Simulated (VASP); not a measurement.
FeSi2, 3 atoms in the cell. Symmetry: P4/mmm, No. 123, tetragonal system. Conventional cell: a = 2.700 Å, b = 2.700 Å, c = 5.129 Å, α = 90.00°, β = 90.00°, γ = 90.00°. Fe (site symmetry 4/mmm) has 8 Si at 2.36 Å and 4 Fe at 2.70 Å within 3.1 Å. Si (site symmetry 4mm) has 6 Si at 2.35 to 2.78 Å and 4 Fe at 2.36 Å within 3.1 Å.  This cell differs from its parent crystal: volume scaled by 1.02, then relaxed in part.

```yaml
Program: VASP 6.6.1
Task: single point
Functional: PBEsol
Potentials_or_basis: VASP PAW PBE potentials, release 64 (Fe, Si)
Cutoff: 520 eV
k_mesh: 16 × 16 × 8
Occupations: fermi-dirac, width 0.15 eV
Spin: no spin polarisation
Dipole_correction: no
Further_INCAR_settings: ALGO = Normal; EDIFF = 1e-07; NBANDS = 15
```

Potentials or basis: VASP PAW PBE potentials, release 64 (Fe, Si).

The run is started by

```bash
$ cat potpaw_PBE.64/Fe/POTCAR potpaw_PBE.64/Si/POTCAR > POTCAR
$ mpirun -np 1 vasp_std > vasp.out
```

Hardware: 1 thread of Intel(R) Xeon(R) 6975P-C (Granite Rapids), with other jobs on the host.

**Question.** Estimate the wall time of this run.

**Answer.** Run time: 40 s on 1 thread of Intel(R) Xeon(R) 6975P-C (Granite Rapids) (shared host), peak memory 0.24 GiB. Counts: scf iterations 14, k points 225.
